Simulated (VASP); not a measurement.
# Yb (Pm-3m) in VASP: notebook

Yb is run at these levels: LDA; tasks: single point.

Program: VASP 6.6.1. These are calculated values, not measurements. Logs are shortened: lines on timing, memory, paths and dates and some standing lists are left out, and cuts for length are marked.

**1. The cell of the first run**

The structure is cubic, space group Pm-3m (No. 221). The conventional cell has a = 3.129 Å, b = 3.129 Å, c = 3.129 Å, α = 90.00°, β = 90.00°, γ = 90.00°. Yb (site symmetry m-3m) has 6 Yb at 3.13 Å within 4.1 Å.

This isn't the form of Yb at room conditions, which is fcc.

**2. Single point, LDA**

Input file INCAR:

```
SYSTEM = Yb
  ALGO = Normal
  EDIFF = 1E-6
  ENCUT = 520
  GGA = CA
  ISIF = 2
  ISMEAR = -1
  LASPH = .True.
  LCHARG = .False.
  LREAL = .False.
  LWAVE = .False.
  NBANDS = 18
  NELM = 60
  PREC = Accurate
  SIGMA = 0.1
```

Input file KPOINTS:

```
k-points
0
Gamma
  9 9 9
  0 0 0
```

Input file POSCAR:

```
Yb
1.0
    3.1292227350      0.0000000000      0.0000000000
    0.0000000000      3.1292227350      0.0000000000
    0.0000000000      0.0000000000      3.1292227350
Yb
1
Direct
    0.0000000000      0.0000000000      0.0000000000
```

Potentials or basis: VASP PAW PBE potentials, release 64 (Yb).

Command:

```
$ cat potpaw_PBE.64/Yb/POTCAR > POTCAR
$ mpirun -np 1 vasp_std > vasp.out
```

OUTCAR:

```text
SYSTEM = Yb
   EDIFF = 1E-6
   ENCUT = 520
   GGA = CA
   ISIF = 2
   ISMEAR = -1
   LASPH = .True.
   LREAL = .False.
   NELM = 60
   PREC = Accurate

 ion  position               nearest neighbor table
   1  0.000  0.000  0.000-

  LATTYP: Found a simple cubic cell.
 ALAT       =     3.1292227350

  Lattice vectors:

 A1 = (   3.1292227350,   0.0000000000,   0.0000000000)
 A2 = (   0.0000000000,   3.1292227350,   0.0000000000)
 A3 = (   0.0000000000,   0.0000000000,   3.1292227350)

Analysis of symmetry for initial positions (statically):
=====================================================================
 Subroutine PRICEL returns:
 Original cell was already a primitive cell.

 Routine SETGRP: Setting up the symmetry group for a
 simple cubic supercell.

 Subroutine GETGRP returns: Found 48 space group operations
 (whereof 48 operations were pure point group operations)
 out of a pool of 48 trial point group operations.

The static configuration has the point symmetry O_h .

Analysis of symmetry for dynamics (positions and initial velocities):
=====================================================================
 Subroutine PRICEL returns:
 Original cell was already a primitive cell.

 Routine SETGRP: Setting up the symmetry group for a
 simple cubic supercell.

 Subroutine GETGRP returns: Found 48 space group operations
 (whereof 48 operations were pure point group operations)
 out of a pool of 48 trial point group operations.

The dynamic configuration has the point symmetry O_h .

 Subroutine INISYM returns: Found 48 space group operations
 (whereof 48 operations are pure point group operations),
 and found     1 'primitive' translations

----------------------------------------------------------------------------------------

                                     Primitive cell

  volume of cell :      30.6415

  direct lattice vectors                    reciprocal lattice vectors
     3.129222735  0.000000000  0.000000000     0.319568175  0.000000000  0.000000000
     0.000000000  3.129222735  0.000000000     0.000000000  0.319568175  0.000000000
     0.000000000  0.000000000  3.129222735     0.000000000  0.000000000  0.319568175

  length of vectors
     3.129222735  3.129222735  3.129222735     0.319568175  0.319568175  0.319568175

  position of ions in fractional coordinates (direct lattice)
     0.000000000  0.000000000  0.000000000

  ion indices of the primitive-cell ions
   primitive index   ion index
                 1           1

----------------------------------------------------------------------------------------

 KPOINTS: k-points

Automatic generation of k-mesh.
 Grid dimensions read from file:
 generate k-points for:    9    9    9

 Generating k-lattice:

  Cartesian coordinates                     Fractional coordinates (reciprocal lattice)
     0.035507575  0.000000000  0.000000000     0.111111111  0.000000000  0.000000000
     0.000000000  0.035507575  0.000000000     0.000000000  0.111111111  0.000000000
     0.000000000  0.000000000  0.035507575     0.000000000  0.000000000  0.111111111

  Length of vectors
     0.035507575  0.035507575  0.035507575

  Shift w.r.t. Gamma in fractional coordinates (k-lattice)
     0.000000000  0.000000000  0.000000000

 Subroutine IBZKPT returns following result:
 ===========================================

 Found     35 irreducible k-points:

 Following reciprocal coordinates:
            Coordinates               Weight
  0.000000  0.000000  0.000000      1.000000
  0.111111  0.000000  0.000000      6.000000
  0.222222  0.000000  0.000000      6.000000
  0.333333  0.000000  0.000000      6.000000
  0.444444  0.000000  0.000000      6.000000
  0.111111  0.111111  0.000000     12.000000
[... 16 lines left out ...]
  0.333333  0.333333  0.111111     24.000000
  0.444444  0.333333  0.111111     48.000000
 [... further k-points ...]
   k-points           NKPTS =     35   k-points in BZ     NKDIM =     35   number of bands    NBANDS=     18
   number of dos      NEDOS =    301   number of ions     NIONS =      1
   total plane-waves  NPLWV =  13824
   dimension x,y,z NGX =    24 NGY =   24 NGZ =   24
   dimension x,y,z NGXF=    48 NGYF=   48 NGZF=   48
   ions per type =               1
   NGX,Y,Z   is equivalent  to a cutoff of  12.75, 12.75, 12.75 a.u.
   NGXF,Y,Z  is equivalent  to a cutoff of  25.50, 25.50, 25.50 a.u.
 SYSTEM =  Yb
   PREC   = accura    normal or accurate (medium, high low for compatibility)
   ISTART =      0    job   : 0-new  1-cont  2-samecut
   ICHARG =      2    charge: 1-file 2-atom 10-const
   ISPIN  =      1    spin polarized calculation?
   LNONCOLLINEAR =      F non collinear calculations
   LSORBIT =      F    spin-orbit coupling
   LASPH  =      T    aspherical Exc in radial PAW
   ENCUT  =  520.0 eV  38.22 Ry    6.18 a.u.   5.82  5.82  5.82*2*pi/ulx,y,z
   NELM   =     60;   NELMIN=  2; NELMDL= -5     # of ELM steps
   EDIFF  = 0.1E-05   stopping-criterion for ELM
   LREAL  =      F    real-space projection
[... 7 lines left out ...]
   TEBEG  =    0.0;   TEEND  =   0.0 temperature during run
   PSTRESS=    0.0 pullay stress
   NELECT =      24.0000    total number of electrons
   NUPDOWN=      -1.0000    fix difference up-down
   EMIN   =  10.00;   EMAX   =-10.00  energy-range for DOS
   EFERMI =   0.00;   METHOD = LEGACY
   ISMEAR =    -1;   SIGMA  =   0.10  broadening in eV -4-tet -1-fermi 0-gaus
   EFERMI_NEDOS =   21; number of points for ismear=-14 and -15
   IALGO  =     38    algorithm
   IMIX   =      4    mixing-type and parameters
     AMIX     =   0.40;   BMIX     =  1.00
     AMIX_MAG =   1.60;   BMIX_MAG =  1.00
  volume/ion in A,a.u.               =      30.64       206.78
  Fermi-wavevector in a.u.,A,eV,Ry     =   1.509068  2.851725 30.984354  2.277286
  Thomas-Fermi vector in A             =   2.619439
   LORBIT       =      0    0 simple, 1 ext, 2 COOP (PROOUT), +10 PAW based schemes
   GGA     = CA    functional components
   LHFCALC =     F    Hartree Fock is set to
   AEXX    =    0.0000 exact exchange contribution
   IVDW    =     0    specifies the selected vdW correction
   LEPSILON=     F    determine dielectric tensor
   LRPA    =     F    only Hartree local field effects (RPA)
 non-spin polarized calculation
  energy-cutoff  :      520.00
  volume of cell :       30.64
 maximum number of plane-waves:       849
 NGX is ok and might be reduce to    24
   NGX = 11   NGY = 11   NGZ = 11

 number of electron      23.9999978 magnetization

 Free energy of the ion-electron system (eV)
  ---------------------------------------------------
  ext. energy  EPLUGINS =         0.00000000
  ---------------------------------------------------
  free energy    TOTEN  =        -3.69715208 eV

  energy without entropy =       -3.64065503  energy(sigma->0) =       -3.66890356

 E-fermi :   1.6707     XC(G=0): -10.4703

 val. band max:        1.6440196160   @ k =   0.4444   0.4444   0.4444
 cond. band min:       1.6794212680   @ k =   0.4444   0.2222   0.0000
 fundamental gap:      0.0354016520
 Fermi energy:         1.6706893131

 k-point     1 :       0.0000    0.0000    0.0000
  band No.  band energies     occupation
      1     -49.8915      2.00000
      2     -22.0284      2.00000
      3     -22.0284      2.00000
      4     -22.0284      2.00000
      5      -3.5561      2.00000
      6       1.0575      1.99566
[... 10 lines left out ...]
     17       9.3811      0.00000
     18      13.3549      0.00000

 k-point     2 :       0.1111    0.0000    0.0000
  band No.  band energies     occupation
      1     -49.8853      2.00000
      2     -22.1388      2.00000
      3     -22.0191      2.00000
      4     -22.0191      2.00000
      5      -3.2730      2.00000
      6       1.0375      1.99645
[... 10 lines left out ...]
     17       9.4249      0.00000
     18      12.1242      0.00000

 k-point     3 :       0.2222    0.0000    0.0000
  band No.  band energies     occupation
      1     -49.8697      2.00000
      2     -22.4088      2.00000
      3     -21.9954      2.00000
      4     -21.9954      2.00000
      5      -2.5151      2.00000
      6       0.9999      1.99756
[... 10 lines left out ...]
     17       9.5380      0.00000
     18      10.6531      0.00000

 k-point     4 :       0.3333    0.0000    0.0000
  band No.  band energies     occupation
      1     -49.8519      2.00000
      2     -22.7007      2.00000
      3     -21.9683      2.00000
      4     -21.9683      2.00000
      5      -1.4941      2.00000
      6       0.9541      1.99846
[... 10 lines left out ...]
     17       9.6710      0.00000
     18      10.4558      0.00000

 k-point     5 :       0.4444    0.0000    0.0000
  band No.  band energies     occupation
      1     -49.8403      2.00000
      2     -22.8835      2.00000
      3     -21.9505      2.00000
      4     -21.9505      2.00000
      5      -0.5463      2.00000
      6       0.8885      1.99920
[... 10 lines left out ...]
     17       9.7604      0.00000
     18      11.5481      0.00000

 k-point     6 :       0.1111    0.1111    0.0000
  band No.  band energies     occupation
      1     -49.8792      2.00000
      2     -22.1357      2.00000
      3     -22.1219      2.00000
      4     -22.0099      2.00000
      5      -2.9915      2.00000
      6       1.0332      1.99660
[... 10 lines left out ...]
     17       8.9813      0.00000
     18      12.8830      0.00000

 k-point     7 :       0.2222    0.1111    0.0000
  band No.  band energies     occupation
      1     -49.8637      2.00000
      2     -22.3974      2.00000
      3     -22.1029      2.00000
      4     -21.9863      2.00000
      5      -2.2394      2.00000
      6       1.0012      1.99753
[... 10 lines left out ...]
     17       8.9806      0.00000
     18      11.3385      0.00000

 k-point     8 :       0.3333    0.1111    0.0000
  band No.  band energies     occupation
      1     -49.8459      2.00000
      2     -22.6873      2.00000
      3     -22.0738      2.00000
      4     -21.9594      2.00000
      5      -1.2248      2.00000
      6       0.9568      1.99841
[... 10 lines left out ...]
     17       9.1300      0.00000
     18      10.8280      0.00000
[... 229 lines left out ...]
     17       8.6488      0.00000
     18      11.7293      0.00000

 k-point    20 :       0.2222    0.2222    0.1111
  band No.  band energies     occupation
      1     -49.8422      2.00000
      2     -22.3712      2.00000
      3     -22.3407      2.00000
      4     -22.0679      2.00000
      5      -1.2578      2.00000
      6       1.0080      1.99735
[... 10 lines left out ...]
     17       7.3661      0.00000
     18      13.1584      0.00000

 k-point    21 :       0.3333    0.2222    0.1111
  band No.  band energies     occupation
      1     -49.8247      2.00000
      2     -22.6406      2.00000
      3     -22.3214      2.00000
      4     -22.0396      2.00000
      5      -0.3359      2.00000
      6       0.9687      1.99821
[... 10 lines left out ...]
     17       7.4281      0.00000
     18      12.0609      0.00000

 k-point    22 :       0.4444    0.2222    0.1111
  band No.  band energies     occupation
      1     -49.8132      2.00000
      2     -22.8184      2.00000
      3     -22.2995      2.00000
      4     -22.0210      2.00000
      5       0.5667      1.99997
      6       0.9265      1.99883
[... 10 lines left out ...]
     17       7.5762      0.00000
     18      11.9117      0.00000

 k-point    23 :       0.3333    0.3333    0.1111
  band No.  band energies     occupation
      1     -49.8073      2.00000
      2     -22.6121      2.00000
      3     -22.5901      2.00000
      4     -22.0119      2.00000
      5       0.2760      2.00000
      6       0.9717      1.99816
[... 10 lines left out ...]
     17       7.0482      0.00000
     18      12.3781      0.00000

 k-point    24 :       0.4444    0.3333    0.1111
  band No.  band energies     occupation
      1     -49.7958      2.00000
      2     -22.7765      2.00000
      3     -22.5753      2.00000
      4     -21.9937      2.00000
      5       0.5270      1.99998
      6       0.9638      1.99830
[... 10 lines left out ...]
     17       7.5855      0.00000
     18      11.9430      0.00000

 [... further k-points ...]

------------------------ aborting loop because EDIFF is reached ----------------------------------------

  FORCE on cell =-STRESS in cart. coord.  units (eV):
  Direction    XX          YY          ZZ          XY          YZ          ZX
  --------------------------------------------------------------------------------------
  -------------------------------------------------------------------------------------
  Total       -0.0439215     -0.0439215     -0.0439215      0.0000000     -0.0000000      0.0000000
  in kB       -2.2965629     -2.2965629     -2.2965629      0.0000000     -0.0000000      0.0000000
  external PRESSURE =      -2.2965629 kB  Pullay stress =       0.0000000 kB

 VOLUME and BASIS-vectors are now :
 -----------------------------------------------------------------------------
  energy-cutoff  :      520.00
  volume of cell :       30.64
      direct lattice vectors                 reciprocal lattice vectors
     3.129222735  0.000000000  0.000000000     0.319568175  0.000000000  0.000000000
     0.000000000  3.129222735  0.000000000     0.000000000  0.319568175  0.000000000
     0.000000000  0.000000000  3.129222735     0.000000000  0.000000000  0.319568175

 POSITION                                       TOTAL-FORCE (eV/Angst)
 -----------------------------------------------------------------------------------
      0.00000      0.00000      0.00000         0.000000      0.000000      0.000000
 -----------------------------------------------------------------------------------
    total drift:                                0.000000      0.000000      0.000000

  FREE ENERGIE OF THE ION-ELECTRON SYSTEM (eV)
  ---------------------------------------------------
  free  energy   TOTEN  =        -3.6971520822 eV

  energy  without entropy=       -3.6406550308  energy(sigma->0) =       -3.66890356
```

Run time: 21 s. Hardware: 1 thread of Intel Xeon Platinum 8488C (Sapphire Rapids), shared host; peak memory 0.14 GiB.

What came out:

| Property | Result |
| --- | --- |
| Free energy | -3.6972 eV |
| Pressure | -0.2 GPa |

Levels at points of the mesh, in eV from the Fermi level:
```csv
k point,band 8,band 9,band 10,band 11,band 12,band 13,band 14,band 15,band 16,band 17
"(0.00, 0.00, 0.00)",-0.61,-0.57,-0.57,-0.57,-0.47,0.21,0.21,7.71,7.71,7.71
```

Caveat: the PAW data sets were made with another functional, which shifts forces and pressure a little; spin-orbit coupling is left out, which moves the levels of the heavy elements. Spin polarisation is off, so any magnetic state and its effect on volume and gap are missing.

**3. Single point, LDA (26.96 Å³/atom)**

This run uses another cell than the first one, of 26.96 Å³/atom.

Input file INCAR:

```
PREC     = Accurate       # precision mode
ENCUT    = 520            # plane-wave cutoff, eV
EDIFF    = 1E-6           # SCF threshold, eV
ISMEAR   = -1             # smearing method
SIGMA    = 0.1            # smearing width, eV
LREAL    = False          # projectors in reciprocal space
LASPH    = True           # aspherical terms in the spheres
NELM     = 100            # most SCF steps
ALGO     = Normal         # electronic algorithm
ISIF     = 2              # what is computed and relaxed
LWAVE    = False          # write WAVECAR
LCHARG   = False          # write CHGCAR
GGA      = CA             # functional
NBANDS   = 18             # bands
```

Input file KPOINTS:

```
Automatic mesh
0
Gamma
  11 11 11
```

Input file POSCAR:

```
Yb
1.0
    2.9986839899      0.0000000000      0.0000000000
    0.0000000000      2.9986839899      0.0000000000
    0.0000000000      0.0000000000      2.9986839899
Yb
1
Direct
    0.0000000000      0.0000000000      0.0000000000
```

Potentials or basis: VASP PAW PBE potentials, release 64 (Yb).

Command:

```
$ cat potpaw_PBE.64/Yb/POTCAR > POTCAR
$ mpirun -np 1 vasp_std > vasp.out
```

It took 35 s on 1 thread of Intel Xeon Platinum 8488C (Sapphire Rapids), shared host; peak memory 0.15 GiB.

Results (log left out):

```
Free energy : -3.6665 eV
Pressure    : 2.5 GPa
```

Levels at points of the mesh, in eV from the Fermi level:
```
           k point  band 8  band 9  band 10  band 11  band 12  band 13  band 14  band 15  band 16  band 17
(0.00, 0.00, 0.00)   -0.66   -0.60    -0.60    -0.60    -0.47     0.03     0.03     8.56     8.56     8.56
```

Caveat: the PAW data sets were made with another functional, which shifts forces and pressure a little; spin-orbit coupling is left out, which moves the levels of the heavy elements. Spin polarisation is off, so any magnetic state and its effect on volume and gap are missing.

**4. Single point, LDA (28.19 Å³/atom)**

This run uses another cell than the first one, of 28.19 Å³/atom.

Input file INCAR:

```
ALGO = Normal ; EDIFF = 1E-7
ENCUT = 520 ; GGA = CA
ISIF = 2 ; ISMEAR = -1
LASPH = True ; LCHARG = True
LELF = True ; LREAL = False
LVHAR = True ; LWAVE = False
NBANDS = 18 ; NELM = 60
PREC = Accurate ; SIGMA = 0.1
```

Input file KPOINTS:

```
k-points
0
Gamma
  11 11 11
```

Input file POSCAR:

```
Yb
1.0
    3.0434470668      0.0000000000      0.0000000000
    0.0000000000      3.0434470668      0.0000000000
    0.0000000000      0.0000000000      3.0434470668
Yb
1
Direct
    0.0000000000      0.0000000000      0.0000000000
```

Command:

```
$ cat potpaw_PBE.64/Yb/POTCAR > POTCAR
$ mpirun -np 1 vasp_std > vasp.out
```

It took 35 s on 1 thread of Intel Xeon Platinum 8488C (Sapphire Rapids), shared host; peak memory 0.15 GiB.

It converged, with:

```
Free energy : -3.6852 eV
Pressure    : 1.8 GPa
```

Levels at points of the mesh, in eV from the Fermi level:
```
           k point  band 8  band 9  band 10  band 11  band 12  band 13  band 14  band 15  band 16  band 17
(0.00, 0.00, 0.00)   -0.64   -0.59    -0.59    -0.59    -0.47     0.10     0.10     8.25     8.25     8.25
```

Caveat: the PAW data sets were made with another functional, which shifts forces and pressure a little; spin-orbit coupling is left out, which moves the levels of the heavy elements.

**5. The runs side by side**

```tsv
cell	k mesh	pressure (GPa)
a = 3.129 Å, 1 atom	9 × 9 × 9	-0.2
a = 2.999 Å, 1 atom	11 × 11 × 11	2.5
a = 3.043 Å, 1 atom	11 × 11 × 11	1.8
```

Alike in all rows: task single point; level LDA; potentials or basis VASP PAW PBE potentials, release 64 (Yb); no spin polarisation; cutoff (eV) 520; smearing fermi-dirac 0.1 eV.

Caveats: the PAW data sets were made with another functional, which shifts forces and pressure a little; spin-orbit coupling is left out, which moves the levels of the heavy elements.

Total energies depend on the potentials used, so only differences within one code and one set of settings carry meaning.
